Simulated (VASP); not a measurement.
# CoSi2 in VASP: further runs, part 2 of 3

VASP 6.6.1. The steps go on from the part before.

## (3) Electric field gradients, PBEsol, collinear spin, ferromagnetic start (equal xy, yz and zx shear strains of +1 %)

The input, INCAR:

```
ALGO = Normal ; EDIFF = 1E-8
ENCUT = 520 ; GGA = PS
ISIF = 2 ; ISMEAR = -1
ISPIN = 2 ; LASPH = True
LCHARG = False ; LEFG = True
LMAXMIX = 4 ; LORBIT = 11
LREAL = False ; LWAVE = False
MAGMOM = 2 0 0 ; NBANDS = 20
NELM = 150 ; PREC = Accurate
SIGMA = 0.05
```

The input, KPOINTS:

```
k-points
0
Gamma
  11 11 11
```

The input, POSCAR:

```
CoSi2
1.0
    0.0268250000      2.6959125000      2.6959125000
    2.6959125000      0.0268250000      2.6959125000
    2.6959125000      2.6959125000      0.0268250000
Co Si
1 2
Direct
    0.0000000000      0.0000000000      0.0000000000
    0.2500000000      0.2500000000      0.2500000000
    0.7500000000      0.7500000000      0.7500000000
```

Potentials or basis: VASP PAW PBE potentials, release 64 (Co, Si).

Run with:

```bash
$ cat potpaw_PBE.64/Co/POTCAR potpaw_PBE.64/Si/POTCAR > POTCAR
$ mpirun -np 1 vasp_std > vasp.out
```

OUTCAR:

```text
EDIFF = 1E-8
   ENCUT = 520
   GGA = PS
   ISIF = 2
   ISMEAR = -1
   ISPIN = 2
   LASPH = True
   LORBIT = 11
   LREAL = False
   NELM = 150
   PREC = Accurate

 ion  position               nearest neighbor table
   1  0.000  0.000  0.000-   3 2.32   3 2.32   3 2.32   2 2.32   2 2.32   2 2.32   3 2.35   2 2.35

   2  0.250  0.250  0.250-   1 2.32   1 2.32   1 2.32   1 2.35   3 2.68   3 2.68   3 2.68   3 2.68
                             3 2.68   3 2.68
   3  0.750  0.750  0.750-   1 2.32   1 2.32   1 2.32   1 2.35   2 2.68   2 2.68   2 2.68   2 2.68
                             2 2.68   2 2.68

  LATTYP: Found a trigonal (rhomboedric) cell.
 ALAT       =     3.8126903882
 COS(alpha) =     0.5099250056

  Lattice vectors:

 A1 = (   0.0268250000,   2.6959125000,   2.6959125000)
 A2 = (   2.6959125000,   0.0268250000,   2.6959125000)
 A3 = (   2.6959125000,   2.6959125000,   0.0268250000)

Analysis of symmetry for initial positions (statically):
=====================================================================
 Subroutine PRICEL returns:
[... 1336 lines left out ...]
  free  energy   TOTEN  =       -20.9635463540 eV

  energy  without entropy=      -20.9552625928  energy(sigma->0) =      -20.95940447

 Electric field gradients (V/A^2)
---------------------------------------------------------------------
 ion       V_xx      V_yy      V_zz      V_xy      V_xz      V_yz
---------------------------------------------------------------------
   1       0.000    -0.000     0.000     3.578     3.578     3.578
   2       0.000     0.000    -0.000     1.545     1.545     1.545
   3       0.000     0.000    -0.000     1.545     1.545     1.545
---------------------------------------------------------------------

 Electric field gradients after diagonalization (V/A^2)
 (convention: |V_zz| > |V_xx| > |V_yy|)
----------------------------------------------------------------------
 ion       V_xx      V_yy      V_zz     asymmetry (V_yy - V_xx)/ V_zz
----------------------------------------------------------------------
   1      -3.578    -3.578     7.156       0.000
   2      -1.545    -1.545     3.091       0.000
   3      -1.545    -1.545     3.091       0.000
----------------------------------------------------------------------

           NMR quadrupolar parameters

 Cq : quadrupolar parameter    Cq=e*Q*V_zz/h
 eta: asymmetry parameters     (V_yy - V_xx)/ V_zz
 Q  : nuclear electric quadrupole moment in mb (millibarn)
----------------------------------------------------------------------
 ion       Cq(MHz)       eta       Q (mb)
----------------------------------------------------------------------
   1       0.017       0.000       1.000
   2       0.007       0.000       1.000
   3       0.007       0.000       1.000
----------------------------------------------------------------------

 total charge

# of ion       s       p       d       tot
------------------------------------------
    1        0.540   0.716   7.596   8.853
    2        0.717   0.868   0.000   1.585
    3        0.717   0.868   0.000   1.585
--------------------------------------------------
tot          1.974   2.452   7.596  12.022

 magnetization (x)

# of ion       s       p       d       tot
------------------------------------------
    1       -0.000  -0.000  -0.000  -0.000
    2        0.000   0.000   0.000   0.000
    3        0.000   0.000   0.000   0.000
--------------------------------------------------
tot          0.000   0.000  -0.000  -0.000
```

stdout:

```text
POSCAR found type information on POSCAR CoSi
 POSCAR found :  2 types and       3 ions
 scaLAPACK will be used
 -----------------------------------------------------------------------------
|                                                                             |
|                                                                             |
|     You enforced a specific xc type in the INCAR file but a different       |
|     I HOPE YOU KNOW WHAT YOU ARE DOING!                                     |
|                                                                             |
 -----------------------------------------------------------------------------

 LDA part: xc-table for (Slater+PW92), standard interpolation
 POSCAR, INCAR and KPOINTS ok, starting setup
 FFT: planning ... GRIDC
 FFT: planning ... GRID_SOFT
 FFT: planning ... GRID
 WAVECAR not read
 entering main loop
ion   1

ion   2

ion   3
```

Wall time 3.5 min (1 thread of Intel Xeon Platinum 8259CL at 2.50GHz (Skylake/Cascade Lake), shared host); peak memory 0.29 GiB.

What came out:

| Property | Result |
| --- | --- |
| Free energy | -20.9635 eV |
| Pressure | -5.3 GPa |
| Largest force | 0.140 eV/Å |
| Net moment | 0.00 μB per cell |
| Largest electric field gradient by atom | Co +7.2; Si +3.1 V/Å² |
| Valence electrons inside the program's atomic spheres | Co 8.85; Si 1.58 |

Forces in eV/Å, atoms in the order of the input:
```
Co   0.000  0.000  0.000
Si  -0.081 -0.081 -0.081
Si   0.081  0.081  0.081
```

Electric field gradients, principal values (V/Å²):
```tsv
atom	least	middle	greatest (by size)
1 Co	-3.578	-3.578	7.156
2 Si	-1.545	-1.545	3.091
3 Si	-1.545	-1.545	3.091
```

Caveat: the cell differs from its parent crystal (equal xy, yz and zx shear strains of +1 %); the cell stands under tension; the moments typed at the start vanished in this run; without QUAD_EFG the Cq values of the log hold for a quadrupole moment of 1 mb, not for the nuclei; the PAW data sets were made with another functional, which shifts forces and pressure a little.

## (4) Electric field gradients, PBEsol, collinear spin, ferromagnetic start (equal xx and yy strain of -3 %)

The input, INCAR:

```
SYSTEM = CoSi2
PREC = Accurate
ENCUT = 520
EDIFF = 1E-8
ISMEAR = -1
SIGMA = 0.05
LREAL = .False.
LASPH = .True.
NELM = 150
ALGO = Normal
ISIF = 2
LWAVE = .False.
LCHARG = .False.
ISPIN = 2
MAGMOM = 2 0 0
LORBIT = 11
LMAXMIX = 4
GGA = PS
LEFG = .True.
NBANDS = 20
```

The input, KPOINTS:

```
regular mesh
0
Gamma
  11 11 11
  0 0 0
```

The input, POSCAR:

```
CoSi2
1.0
    0.0000000000      2.6020250000      2.6825000000
    2.6020250000      0.0000000000      2.6825000000
    2.6020250000      2.6020250000      0.0000000000
Co Si
1 2
Direct
    0.0000000000      0.0000000000      0.0000000000
    0.2500000000      0.2500000000      0.2500000000
    0.7500000000      0.7500000000      0.7500000000
```

Potentials or basis: VASP PAW PBE potentials, release 64 (Co, Si).

Run with:

```bash
$ cat potpaw_PBE.64/Co/POTCAR potpaw_PBE.64/Si/POTCAR > POTCAR
$ mpirun -np 1 vasp_std > vasp.out
```

OUTCAR:

```text
SYSTEM = CoSi2
   PREC = Accurate
   ENCUT = 520
   EDIFF = 1E-8
   ISMEAR = -1
   LREAL = .False.
   LASPH = .True.
   NELM = 150
   ISIF = 2
   ISPIN = 2
   LORBIT = 11
   GGA = PS

 ion  position               nearest neighbor table
   1  0.000  0.000  0.000-   3 2.28   3 2.28   2 2.28   3 2.28   2 2.28   2 2.28   3 2.28   2 2.28

   2  0.250  0.250  0.250-   1 2.28   1 2.28   1 2.28   1 2.28   3 2.60   3 2.60   3 2.60   3 2.60
                             3 2.68   3 2.68
   3  0.750  0.750  0.750-   1 2.28   1 2.28   1 2.28   1 2.28   2 2.60   2 2.60   2 2.60   2 2.60
                             2 2.68   2 2.68

  LATTYP: Found a body centered tetragonal cell.
 ALAT       =     3.6798190446
 C/A-ratio  =     1.4579521262

  Lattice vectors:

 A1 = (  -2.6020250000,   0.0000000000,   2.6825000000)
 A2 = (   2.6020250000,   0.0000000000,   2.6825000000)
 A3 = (   0.0000000000,   2.6020250000,  -2.6825000000)

Analysis of symmetry for initial positions (statically):
=====================================================================
 Subroutine PRICEL returns:
 Original cell was already a primitive cell.

[... 1334 lines left out ...]
  free  energy   TOTEN  =       -20.9559848571 eV

  energy  without entropy=      -20.9483064895  energy(sigma->0) =      -20.95214567

 Electric field gradients (V/A^2)
---------------------------------------------------------------------
 ion       V_xx      V_yy      V_zz      V_xy      V_xz      V_yz
---------------------------------------------------------------------
   1       0.347     0.347    -0.695    -0.003    -0.001    -0.001
   2      -0.494    -0.494     0.987    -0.000    -0.000    -0.000
   3      -0.494    -0.494     0.987    -0.000    -0.000    -0.000
---------------------------------------------------------------------

 Electric field gradients after diagonalization (V/A^2)
 (convention: |V_zz| > |V_xx| > |V_yy|)
----------------------------------------------------------------------
 ion       V_xx      V_yy      V_zz     asymmetry (V_yy - V_xx)/ V_zz
----------------------------------------------------------------------
   1       0.350     0.345    -0.695       0.007
   2      -0.494    -0.494     0.987       0.000
   3      -0.494    -0.494     0.987       0.000
----------------------------------------------------------------------

           NMR quadrupolar parameters

 Cq : quadrupolar parameter    Cq=e*Q*V_zz/h
 eta: asymmetry parameters     (V_yy - V_xx)/ V_zz
 Q  : nuclear electric quadrupole moment in mb (millibarn)
----------------------------------------------------------------------
 ion       Cq(MHz)       eta       Q (mb)
----------------------------------------------------------------------
   1      -0.002       0.007       1.000
   2       0.002       0.000       1.000
   3       0.002       0.000       1.000
----------------------------------------------------------------------

 total charge

# of ion       s       p       d       tot
------------------------------------------
    1        0.572   0.790   7.662   9.024
    2        0.717   0.910   0.000   1.626
    3        0.717   0.910   0.000   1.626
--------------------------------------------------
tot          2.005   2.609   7.662  12.277

 magnetization (x)

# of ion       s       p       d       tot
------------------------------------------
    1       -0.000   0.000  -0.000  -0.000
    2       -0.000  -0.000   0.000  -0.000
    3       -0.000  -0.000   0.000  -0.000
--------------------------------------------------
tot         -0.000  -0.000  -0.000  -0.000
```

Run time: 4.4 min. Hardware: 1 thread of Oxide Virtual Turin-like, shared host; peak memory 0.24 GiB.

What came out:

```
Free energy                                           : -20.9560 eV
Pressure                                              : 6.7 GPa
Net moment                                            : 0.00 μB per cell
Largest electric field gradient by atom               : Co -0.7; Si +1.0 V/Å²
Valence electrons inside the program's atomic spheres : Co 9.02; Si 1.63
```

Stress tensor (GPa, compression positive):
```
7.84 0.00 0.00
0.00 7.84 0.00
0.00 0.00 4.42
```

Electric field gradients, principal values (V/Å²):
```
atom   least  middle  greatest (by size)
1 Co   0.345   0.350              -0.695
2 Si  -0.494  -0.494               0.987
3 Si  -0.494  -0.494               0.987
```

Caveat: the cell differs from its parent crystal (equal xx and yy strain of -3 %); the cell stands under pressure; the moments typed at the start vanished in this run; without QUAD_EFG the Cq values of the log hold for a quadrupole moment of 1 mb, not for the nuclei; the PAW data sets were made with another functional, which shifts forces and pressure a little.

## (5) Electric field gradients, PBEsol, collinear spin, ferromagnetic start (equal xy, yz and zx shear strains of +2 %)

The input, INCAR:

```
SYSTEM = CoSi2
PREC = Accurate ; ENCUT = 520
EDIFF = 1E-8 ; ISMEAR = -1
SIGMA = 0.05 ; LREAL = .FALSE.
LASPH = .TRUE. ; NELM = 150
ALGO = Normal ; ISIF = 2
LWAVE = .FALSE. ; LCHARG = .FALSE.
ISPIN = 2 ; MAGMOM = 2 0 0
LORBIT = 11 ; LMAXMIX = 4
GGA = PS ; LEFG = .TRUE.
NBANDS = 20
```

The input, KPOINTS:

```
Automatic mesh
0
G
  11 11 11
  0 0 0
```

The input, POSCAR:

```
CoSi2
1.0
    0.0536500000      2.7093250000      2.7093250000
    2.7093250000      0.0536500000      2.7093250000
    2.7093250000      2.7093250000      0.0536500000
Co Si
1 2
Direct
    0.0000000000      0.0000000000      0.0000000000
    0.2500000000      0.2500000000      0.2500000000
    0.7500000000      0.7500000000      0.7500000000
```

Potentials or basis: VASP PAW PBE potentials, release 64 (Co, Si).

Run with:

```bash
$ cat potpaw_PBE.64/Co/POTCAR potpaw_PBE.64/Si/POTCAR > POTCAR
$ mpirun -np 1 vasp_std > vasp.out
```

OUTCAR:

```text
SYSTEM = CoSi2
   PREC = Accurate
   ENCUT = 520
   EDIFF = 1E-8
   ISMEAR = -1
   LREAL = .FALSE.
   LASPH = .TRUE.
   NELM = 150
   ISIF = 2
   ISPIN = 2
   LORBIT = 11
   GGA = PS

 ion  position               nearest neighbor table
   1  0.000  0.000  0.000-   3 2.31   2 2.31   3 2.31   3 2.31   2 2.31   2 2.31   3 2.37   2 2.37

   2  0.250  0.250  0.250-   1 2.31   1 2.31   1 2.31   1 2.37   3 2.68   3 2.68   3 2.68   3 2.68
                             3 2.68   3 2.68
   3  0.750  0.750  0.750-   1 2.31   1 2.31   1 2.31   1 2.37   2 2.68   2 2.68   2 2.68   2 2.68
                             2 2.68   2 2.68

  LATTYP: Found a trigonal (rhomboedric) cell.
 ALAT       =     3.8319397482
 COS(alpha) =     0.5197000882

[... 1361 lines left out ...]
 ion       V_xx      V_yy      V_zz     asymmetry (V_yy - V_xx)/ V_zz
----------------------------------------------------------------------
   1      -6.973    -6.973    13.946       0.000
   2      -3.053    -3.053     6.105       0.000
   3      -3.053    -3.053     6.105       0.000
----------------------------------------------------------------------

           NMR quadrupolar parameters

 Cq : quadrupolar parameter    Cq=e*Q*V_zz/h
 eta: asymmetry parameters     (V_yy - V_xx)/ V_zz
 Q  : nuclear electric quadrupole moment in mb (millibarn)
----------------------------------------------------------------------
 ion       Cq(MHz)       eta       Q (mb)
----------------------------------------------------------------------
   1       0.034       0.000       1.000
   2       0.015       0.000       1.000
   3       0.015       0.000       1.000
----------------------------------------------------------------------

 total charge

# of ion       s       p       d       tot
------------------------------------------
    1        0.541   0.717   7.598   8.855
    2        0.717   0.868   0.000   1.585
    3        0.717   0.868   0.000   1.585
--------------------------------------------------
tot          1.975   2.452   7.598  12.025

 magnetization (x)

# of ion       s       p       d       tot
------------------------------------------
    1       -0.000  -0.000  -0.000  -0.000
    2        0.000   0.000   0.000   0.000
    3        0.000   0.000   0.000   0.000
--------------------------------------------------
tot          0.000   0.000  -0.000  -0.000
```

stdout:

```text
POSCAR found type information on POSCAR CoSi
 POSCAR found :  2 types and       3 ions
 scaLAPACK will be used
 -----------------------------------------------------------------------------
|                                                                             |
|                                                                             |
|     You enforced a specific xc type in the INCAR file but a different       |
|     I HOPE YOU KNOW WHAT YOU ARE DOING!                                     |
|                                                                             |
 -----------------------------------------------------------------------------

 LDA part: xc-table for (Slater+PW92), standard interpolation
 POSCAR, INCAR and KPOINTS ok, starting setup
 FFT: planning ... GRIDC
 FFT: planning ... GRID_SOFT
 FFT: planning ... GRID
 WAVECAR not read
 entering main loop
ion   1

ion   2

ion   3
```

Run time: 5 min. Hardware: 1 thread of Oxide Virtual Turin-like, shared host; peak memory 0.26 GiB.

What came out:

```yaml
Free_energy: -20.9487 eV
Pressure: -5.1 GPa
Largest_force: 0.268 eV/Å
Net_moment: 0.00 μB per cell
Largest_electric_field_gradient_by_atom: Co +13.9; Si +6.1 V/Å²
Valence_electrons_inside_the_program's_atomic_spheres: Co 8.86; Si 1.58
```

Forces on the atoms (eV/Å):
```
Co   0.000  0.000  0.000
Si  -0.155 -0.155 -0.155
Si   0.155  0.155  0.155
```

Levels at points of the mesh, in eV from the Fermi level:
Spin up:
| k point | band 6 | band 7 | band 8 | band 9 | band 10 | band 11 | band 12 | band 13 |
| --- | --- | --- | --- | --- | --- | --- | --- | --- |
| (0.00, 0.00, 0.00) | -1.89 | 0.68 | 3.21 | 3.21 | 3.50 | 3.50 | 3.56 | 3.56 |
Spin down:
| k point | band 5 | band 6 | band 7 | band 8 | band 9 | band 10 | band 11 | band 12 | band 13 | band 14 |
| --- | --- | --- | --- | --- | --- | --- | --- | --- | --- | --- |
| (0.00, 0.00, 0.00) | -1.89 | -1.89 | 0.68 | 3.21 | 3.21 | 3.50 | 3.50 | 3.56 | 3.56 | 5.60 |

Electric field gradients, principal values (V/Å²):
```csv
atom,least,middle,greatest (by size)
1 Co,-6.973,-6.973,13.946
2 Si,-3.053,-3.053,6.105
3 Si,-3.053,-3.053,6.105
```

Caveat: the cell differs from its parent crystal (equal xy, yz and zx shear strains of +2 %); the cell stands under tension; the moments typed at the start vanished in this run; without QUAD_EFG the Cq values of the log hold for a quadrupole moment of 1 mb, not for the nuclei; the PAW data sets were made with another functional, which shifts forces and pressure a little.

(Continued in part 3 of 3.)
